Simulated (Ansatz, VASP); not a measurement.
**One calculation of ZnO, two programs**

INCAR

```
ALGO = Normal ; EDIFF = 1E-6
EDIFFG = -0.002 ; ENCUT = 600
GGA = CA ; IBRION = 2
ISIF = 3 ; ISMEAR = 0
LASPH = T ; LCHARG = F
LREAL = F ; LWAVE = F
NELM = 100 ; NSW = 100
PREC = Accurate ; SIGMA = 0.02
```

KPOINTS

```
k-points
0
Gamma
  9 9 6
```

The input POSCAR:

```
ZnO
1.0
    3.2500000000      0.0000000000      0.0000000000
   -1.6250000000      2.8145825623      0.0000000000
    0.0000000000      0.0000000000      5.2050000000
Zn O
2 2
Direct
    0.3333333333      0.6666666667      0.0000000000
    0.6666666667      0.3333333333      0.5000000000
    0.3333333333      0.6666666667      0.3820000000
    0.6666666667      0.3333333333      0.8820000000
```

Input for Ansatz:

```yaml
crystal:
  lattice:
    - [3.25, 0.0, 0.0]
    - [-1.625, 2.8145825623, 0.0]
    - [0.0, 0.0, 5.205]
  atoms:
    - { symbol: Zn, position: [0.3333333333, 0.6666666667, 0.0] }
    - { symbol: Zn, position: [0.6666666667, 0.3333333333, 0.5] }
    - { symbol: O, position: [0.3333333333, 0.6666666667, 0.382] }
    - { symbol: O, position: [0.6666666667, 0.3333333333, 0.882] }
basis:
  ecutwfc: 420
kpoints:
  mp_grid: { grid: [9, 9, 6] }
hamiltonian:
  xc: lda
  pseudopotentials: { kind: paw, azcp: { folder: soft_1 } }
scf:
  occupations: { method: gaussian, width: 0.02 }
output:
  forces: true
  stress: true
  eigenvalues: true
relax:
  adjacent_minimum: "off"
  f_tol: 0.002
  max_steps: 80
  cell: { stress_tol: 0.02 }
```

Alike in both runs: task relaxation of cell and atoms; functional LDA; k mesh 9 × 9 × 6; occupations gaussian, width 0.02 eV; no spin polarisation.

```csv
,VASP,Ansatz
version,VASP 6.6.1,Ansatz 0.2.0
potentials or method,"VASP PAW LDA potentials, release 64 (Zn, O), cutoff 600 eV","scalar-relativistic, plane waves, PAW"
valence electrons in the cell,36,36
```

|  | VASP | Ansatz | Ansatz less VASP |
| --- | --- | --- | --- |
| gap on the k mesh at the Fermi level, each at its own relaxed structure (eV) | 0.80 | 0.79 | -0.006 |
| relaxed volume (Å³/atom) | 11.40 | 11.33 | -0.070 |
| relaxed cell length with the largest relative difference (Å) | 5.165 | 5.153 | -0.0118 |

Ansatz warns that its potentials were made for another functional, while VASP's fit it. LDA's correlation is that of Perdew and Zunger in VASP and of Perdew and Wang (1992) in Ansatz.
